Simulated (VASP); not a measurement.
# Ti (P6_3/mmc) in VASP: notebook

Runs on Ti. Level: PBE. Tasks: single point, relaxation of cell and atoms.

Everything below comes from runs of VASP 6.6.1. Logs are shortened: lines on timing, memory, paths and dates and some standing lists are left out, and cuts for length are marked.

### 1 The cell of the first run

Symmetry: P6_3/mmc, No. 194, hexagonal system. Conventional cell: a = 2.165 Å, b = 2.165 Å, c = 4.187 Å, α = 90.00°, β = 90.00°, γ = 120.00°. Ti (site symmetry -6m2) has 12 Ti at 2.16 to 2.44 Å within 2.9 Å.

### 2 Single point, PBE

File INCAR:

```
PREC = Accurate
ENCUT = 520
EDIFF = 1E-7
ISMEAR = -1
SIGMA = 0.08
LREAL = False
LASPH = True
NELM = 60
ALGO = Normal
ISIF = 2
LWAVE = False
LCHARG = True
GGA = PE
LELF = True
LVHAR = True
NBANDS = 19
```

File KPOINTS:

```
Automatic mesh
0
Gamma
  19 19 10
```

File POSCAR:

```
Ti
1.0
    2.1647521716      0.0000000000      0.0000000000
   -1.0823760858      1.8747303735      0.0000000000
    0.0000000000      0.0000000000      4.1868336190
Ti
2
Direct
    0.3333333333      0.6666666667      0.2500000000
    0.6666666667      0.3333333333      0.7500000000
```

Potentials or basis: VASP PAW PBE potentials, release 64 (Ti_sv).

Run with:

```
$ cat potpaw_PBE.64/Ti_sv/POTCAR > POTCAR
$ mpirun -np 1 vasp_std > vasp.out
```

OUTCAR:

```text
PREC = Accurate
   ENCUT = 520
   EDIFF = 1E-7
   ISMEAR = -1
   LREAL = False
   LASPH = True
   NELM = 60
   ISIF = 2
   GGA = PE

 ion  position               nearest neighbor table
   1  0.333  0.667  0.250-   2 2.44   2 2.44   2 2.44   2 2.44   2 2.44   2 2.44
   2  0.667  0.333  0.750-   1 2.44   1 2.44   1 2.44   1 2.44   1 2.44   1 2.44

  LATTYP: Found a hexagonal cell.
 ALAT       =     2.1647521716
 C/A-ratio  =     1.9340937378

  Lattice vectors:

 A1 = (   2.1647521716,   0.0000000000,   0.0000000000)
 A2 = (  -1.0823760858,   1.8747303735,   0.0000000000)
 A3 = (   0.0000000000,   0.0000000000,   4.1868336190)

Analysis of symmetry for initial positions (statically):
=====================================================================
 Subroutine PRICEL returns:
 Original cell was already a primitive cell.

 Routine SETGRP: Setting up the symmetry group for a
 hexagonal supercell.

 Subroutine GETGRP returns: Found 24 space group operations
 (whereof 12 operations were pure point group operations)
 out of a pool of 24 trial point group operations.

The static configuration has the point symmetry D_3d.
 The point group associated with its full space group is D_6h.

Analysis of symmetry for dynamics (positions and initial velocities):
=====================================================================
 Subroutine PRICEL returns:
 Original cell was already a primitive cell.

 Routine SETGRP: Setting up the symmetry group for a
 hexagonal supercell.

 Subroutine GETGRP returns: Found 24 space group operations
 (whereof 12 operations were pure point group operations)
 out of a pool of 24 trial point group operations.

The dynamic configuration has the point symmetry D_3d.
 The point group associated with its full space group is D_6h.

 Subroutine INISYM returns: Found 24 space group operations
 (whereof 12 operations are pure point group operations),
 and found     1 'primitive' translations

----------------------------------------------------------------------------------------

                                     Primitive cell

  volume of cell :      16.9915

  direct lattice vectors                    reciprocal lattice vectors
     2.164752172  0.000000000  0.000000000     0.461946644  0.266705019  0.000000000
    -1.082376086  1.874730374  0.000000000     0.000000000  0.533410038  0.000000000
     0.000000000  0.000000000  4.186833619     0.000000000  0.000000000  0.238843979

  length of vectors
     2.164752172  2.164752172  4.186833619     0.533410038  0.533410038  0.238843979

  position of ions in fractional coordinates (direct lattice)
     0.333333333  0.666666667  0.250000000
     0.666666667  0.333333333  0.750000000

  ion indices of the primitive-cell ions
   primitive index   ion index
                 1           1
                 2           2

----------------------------------------------------------------------------------------

 KPOINTS: Automatic mesh

Automatic generation of k-mesh.
 Grid dimensions read from file:
 generate k-points for:   19   19   10

 Generating k-lattice:

  Cartesian coordinates                     Fractional coordinates (reciprocal lattice)
     0.024312981  0.014037106  0.000000000     0.052631579  0.000000000  0.000000000
     0.000000000  0.028074213  0.000000000     0.000000000  0.052631579  0.000000000
     0.000000000  0.000000000  0.023884398     0.000000000  0.000000000  0.100000000

  Length of vectors
     0.028074213  0.028074213  0.023884398

  Shift w.r.t. Gamma in fractional coordinates (k-lattice)
     0.000000000  0.000000000  0.000000000

 Subroutine IBZKPT returns following result:
 ===========================================

 Found    240 irreducible k-points:

 Following reciprocal coordinates:
            Coordinates               Weight
  0.000000  0.000000  0.000000      1.000000
  0.052632 -0.000000  0.000000      6.000000
  0.105263 -0.000000  0.000000      6.000000
  0.157895 -0.000000  0.000000      6.000000
  0.210526 -0.000000  0.000000      6.000000
  0.263158 -0.000000  0.000000      6.000000
[... 16 lines left out ...]
  0.263158  0.105263  0.000000     12.000000
  0.315789  0.105263  0.000000     12.000000
 [... further k-points ...]
   k-points           NKPTS =    240   k-points in BZ     NKDIM =    240   number of bands    NBANDS=     19
   number of dos      NEDOS =    301   number of ions     NIONS =      2
   total plane-waves  NPLWV =   8192
   dimension x,y,z NGX =    16 NGY =   16 NGZ =   32
   dimension x,y,z NGXF=    32 NGYF=   32 NGZF=   64
   ions per type =               2
   NGX,Y,Z   is equivalent  to a cutoff of  12.29, 12.29, 12.71 a.u.
   NGXF,Y,Z  is equivalent  to a cutoff of  24.57, 24.57, 25.41 a.u.
 SYSTEM =  unknown system
   PREC   = accura    normal or accurate (medium, high low for compatibility)
   ISTART =      0    job   : 0-new  1-cont  2-samecut
   ICHARG =      2    charge: 1-file 2-atom 10-const
   ISPIN  =      1    spin polarized calculation?
   LNONCOLLINEAR =      F non collinear calculations
   LSORBIT =      F    spin-orbit coupling
   LASPH  =      T    aspherical Exc in radial PAW
   ENCUT  =  520.0 eV  38.22 Ry    6.18 a.u.   4.03  4.03  7.78*2*pi/ulx,y,z
   NELM   =     60;   NELMIN=  2; NELMDL= -5     # of ELM steps
   EDIFF  = 0.1E-06   stopping-criterion for ELM
   LREAL  =      F    real-space projection
   EDIFFG = 0.1E-05   stopping-criterion for IOM
   NSW    =      0    number of steps for IOM
   IBRION =     -1    ionic relax: 0-MD 1-quasi-New 2-CG
   NFREE  =      0    steps in history (QN), initial steepest desc. (CG)
   ISIF   =      2    stress and relaxation
   ISYM   =      2    0-nonsym 1-usesym 2-fastsym
   POTIM  = 0.5000    time-step for ionic-motion
   TEBEG  =    0.0;   TEEND  =   0.0 temperature during run
   PSTRESS=    0.0 pullay stress
   NELECT =      24.0000    total number of electrons
   NUPDOWN=      -1.0000    fix difference up-down
   EMIN   =  10.00;   EMAX   =-10.00  energy-range for DOS
   EFERMI =   0.00;   METHOD = LEGACY
   ISMEAR =    -1;   SIGMA  =   0.08  broadening in eV -4-tet -1-fermi 0-gaus
   EFERMI_NEDOS =   21; number of points for ismear=-14 and -15
   IALGO  =     38    algorithm
   IMIX   =      4    mixing-type and parameters
     AMIX     =   0.40;   BMIX     =  1.00
     AMIX_MAG =   1.60;   BMIX_MAG =  1.00
  volume/ion in A,a.u.               =       8.50        57.33
  Fermi-wavevector in a.u.,A,eV,Ry     =   1.836825  3.471095 45.905029  3.373924
  Thomas-Fermi vector in A             =   2.889933
   LORBIT       =      0    0 simple, 1 ext, 2 COOP (PROOUT), +10 PAW based schemes
   GGA     = PE    functional components
   LHFCALC =     F    Hartree Fock is set to
   AEXX    =    0.0000 exact exchange contribution
   IVDW    =     0    specifies the selected vdW correction
   LEPSILON=     F    determine dielectric tensor
   LRPA    =     F    only Hartree local field effects (RPA)
 non-spin polarized calculation
  energy-cutoff  :      520.00
  volume of cell :       16.99
 maximum number of plane-waves:       470
   NGX =  9   NGY =  9   NGZ = 15

 number of electron      24.0000003 magnetization

 Free energy of the ion-electron system (eV)
  ---------------------------------------------------
  ext. energy  EPLUGINS =         0.00000000
  ---------------------------------------------------
  free energy    TOTEN  =        -7.74682290 eV

  energy without entropy =       -7.73157746  energy(sigma->0) =       -7.73920018

 E-fermi :  18.1168     XC(G=0): -15.3289

 val. band max:       18.0967435666   @ k =   0.3158   0.3158   0.0000
 cond. band min:      18.1242277007   @ k =   0.1053  -0.0000   0.3000
 fundamental gap:      0.0274841340
 Fermi energy:        18.1167669005

 k-point     1 :       0.0000    0.0000    0.0000
  band No.  band energies     occupation
      1     -39.0808      2.00000
      2     -38.1997      2.00000
      3     -16.4869      2.00000
      4     -12.7278      2.00000
      5     -11.5522      2.00000
      6     -11.5522      2.00000
[... 11 lines left out ...]
     18      23.3357      0.00000
     19      25.2903      0.00000

 k-point     2 :       0.0526   -0.0000    0.0000
  band No.  band energies     occupation
      1     -39.0370      2.00000
      2     -38.1638      2.00000
      3     -16.4388      2.00000
      4     -12.7204      2.00000
      5     -11.7236      2.00000
      6     -11.5948      2.00000
[... 11 lines left out ...]
     18      23.2091      0.00000
     19      25.3254      0.00000

 k-point     3 :       0.1053   -0.0000    0.0000
  band No.  band energies     occupation
      1     -38.9083      2.00000
      2     -38.0590      2.00000
      3     -16.2971      2.00000
      4     -12.7007      2.00000
      5     -12.2108      2.00000
      6     -11.9606      2.00000
[... 11 lines left out ...]
     18      22.8792      0.00000
     19      25.3937      0.00000

 k-point     4 :       0.1579   -0.0000    0.0000
  band No.  band energies     occupation
      1     -38.7030      2.00000
      2     -37.8940      2.00000
      3     -16.0693      2.00000
      4     -12.9418      2.00000
      5     -12.6754      2.00000
      6     -12.6598      2.00000
[... 11 lines left out ...]
     18      22.4370      0.00000
     19      25.4401      0.00000

 k-point     5 :       0.2105   -0.0000    0.0000
  band No.  band energies     occupation
      1     -38.4351      2.00000
      2     -37.6838      2.00000
      3     -15.7683      2.00000
      4     -13.8190      2.00000
      5     -13.4925      2.00000
      6     -12.6550      2.00000
[... 11 lines left out ...]
     18      22.3827      0.00000
     19      25.4411      0.00000
[... 334 lines left out ...]
      2     -37.5998      2.00000
      3     -15.6447      2.00000
      4     -13.9544      2.00000
      5     -13.8044      2.00000
      6     -12.6500      2.00000
[... 11 lines left out ...]
     18      23.5031      0.00000
     19      25.0406      0.00000

 k-point    22 :       0.2105    0.1053    0.0000
  band No.  band energies     occupation
      1     -38.0275      2.00000
      2     -37.3770      2.00000
      3     -15.2988      2.00000
      4     -14.7802      2.00000
      5     -14.5371      2.00000
      6     -12.6541      2.00000
[... 11 lines left out ...]
     18      24.9021      0.00000
     19      24.9808      0.00000

 k-point    23 :       0.2632    0.1053    0.0000
  band No.  band energies     occupation
      1     -37.7155      2.00000
      2     -37.1580      2.00000
      3     -15.5714      2.00000
      4     -15.2341      2.00000
      5     -14.9235      2.00000
      6     -12.8428      2.00000
[... 11 lines left out ...]
     18      24.9202      0.00000
     19      26.5224      0.00000

 k-point    24 :       0.3158    0.1053    0.0000
  band No.  band energies     occupation
      1     -37.4225      2.00000
      2     -36.9713      2.00000
      3     -16.2456      2.00000
      4     -15.8318      2.00000
      5     -14.5497      2.00000
      6     -13.0795      2.00000
[... 11 lines left out ...]
     18      25.7368      0.00000
     19      28.0052      0.00000

 [... further k-points ...]

------------------------ aborting loop because EDIFF is reached ----------------------------------------

  FORCE on cell =-STRESS in cart. coord.  units (eV):
  Direction    XX          YY          ZZ          XY          YZ          ZX
  --------------------------------------------------------------------------------------
  -------------------------------------------------------------------------------------
  Total       25.0146338     25.0146338     24.1133880      0.0000000     -0.0000000     -0.0000000
  in kB     2358.6963172   2358.6963172   2273.7154556      0.0000000     -0.0000000     -0.0000000
  external PRESSURE =    2330.3693633 kB  Pullay stress =       0.0000000 kB

 VOLUME and BASIS-vectors are now :
 -----------------------------------------------------------------------------
  energy-cutoff  :      520.00
  volume of cell :       16.99
      direct lattice vectors                 reciprocal lattice vectors
     2.164752172  0.000000000  0.000000000     0.461946644  0.266705019  0.000000000
    -1.082376086  1.874730374  0.000000000     0.000000000  0.533410038  0.000000000
     0.000000000  0.000000000  4.186833619     0.000000000  0.000000000  0.238843979

 POSITION                                       TOTAL-FORCE (eV/Angst)
 -----------------------------------------------------------------------------------
     -0.00000      1.24982      1.04671        -0.000000      0.000000      0.000000
      1.08238      0.62491      3.14013         0.000000     -0.000000      0.000000
 -----------------------------------------------------------------------------------
    total drift:                               -0.000000      0.000000     -0.000000

  FREE ENERGIE OF THE ION-ELECTRON SYSTEM (eV)
  ---------------------------------------------------
  free  energy   TOTEN  =        -7.7468229045 eV

  energy  without entropy=       -7.7315774577  energy(sigma->0) =       -7.73920018
```

Run time: 51 s. Hardware: 1 thread of Intel Xeon 8259CL, shared host; peak memory 0.18 GiB.

What came out:

```yaml
Free_energy: -7.7468 eV
Pressure: 233.0 GPa
Band_gap_on_the_k_mesh: zero (bands 12 and 13 overlap by 1.81 eV)
```

Caveat: the stress differs along the axes, from 227 to 236 GPa.

### 3 Single point, PBE

File INCAR:

```
SYSTEM = Ti
ALGO = Normal ; EDIFF = 1E-6
ENCUT = 520 ; GGA = PE
ISIF = 2 ; ISMEAR = -1
LASPH = .True. ; LCHARG = .False.
LREAL = .False. ; LWAVE = .False.
NBANDS = 19 ; NELM = 80
PREC = Accurate ; SIGMA = 0.08
```

File KPOINTS:

```
k-points
0
Gamma
  19 19 10
  0 0 0
```

File POSCAR:

```
Ti
1.0
    2.1649863761      0.0000000000      0.0000000000
   -1.0824931881      1.8749332006      0.0000000000
    0.0000000000      0.0000000000      4.1878290943
Ti
2
Direct
    0.3333333333      0.6666666667      0.2500000000
    0.6666666667      0.3333333333      0.7500000000
```

Potentials or basis: VASP PAW PBE potentials, release 64 (Ti_sv).

Run with:

```
$ cat potpaw_PBE.64/Ti_sv/POTCAR > POTCAR
$ mpirun -np 1 vasp_std > vasp.out
```

Wall time 47 s (1 thread of Intel Xeon 8259CL, shared host); peak memory 0.18 GiB.

Results (log left out):

```yaml
Free_energy: -7.7580 eV
Pressure: 232.7 GPa
Band_gap_on_the_k_mesh: zero (bands 12 and 13 overlap by 1.81 eV)
```

Stress tensor (GPa, compression positive):
```
235.60   0.00   0.00
  0.00 235.60   0.00
  0.00   0.00 227.02
```

Levels at points of the mesh, in eV from the Fermi level:
| k point | band 10 | band 11 | band 12 | band 13 | band 14 | band 15 |
| --- | --- | --- | --- | --- | --- | --- |
| (0.00, 0.00, 0.00) | -3.38 | -1.22 | 1.31 | 1.31 | 1.89 | 1.89 |
| (0.00, 0.00, 0.50) | -2.99 | -1.15 | -1.15 | 1.44 | 1.44 | 1.44 |

Caveat: the stress differs along the axes, from 227 to 236 GPa.

[end of part 1 of 2]

The gap in the log of VASP goes by the Fermi energy; the results here count the filled bands.